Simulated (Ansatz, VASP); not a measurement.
CuAu: VASP and Ansatz over several settings

```
CELL_PARAMETERS angstrom
2.81075 0.00000 0.00000
0.00000 2.81075 0.00000
0.00000 0.00000 3.68500
ATOMIC_POSITIONS crystal
Au 0.00000 0.00000 0.00000
Cu 0.50000 0.50000 0.50000
```

Single points on this cell with VASP 6.6.1 and Ansatz 0.2.0. Each row is one pair of runs. Alike in all rows: spin: off; smearing: fermi-dirac, width 0.05 eV; VASP's potentials, cutoff: VASP PAW PBE potentials, release 64 (Au, Cu), 520 eV; Ansatz's potentials, cutoff: Ansatz PAW, 420 eV.

```tsv
level	k mesh	gap on the k mesh at the Fermi level (eV), VASP	gap on the k mesh at the Fermi level (eV), Ansatz	pressure (GPa), VASP	pressure (GPa), Ansatz
PBE0	6 × 6 × 4	none	none	3.0	3.1
PBEsol-based global hybrid	5 × 5 × 4	?	none	?	-4.0
B3LYP	5 × 5 × 4	none	none	11.0	10.5
```

Task: Fill in what VASP gave in row 2.

Result: gap on the k mesh at the Fermi level (eV): none; pressure (GPa): -4.1.

VASP's potentials hold 22 valence electrons a cell and Ansatz's 38, so a difference there can come from the potentials and not from the codes.

A gap of «none» marks a metal or a gap that the smearing closes.

The k mesh is coarse, so the values compare programs but aren't converged. Neither program's run includes spin-orbit coupling.
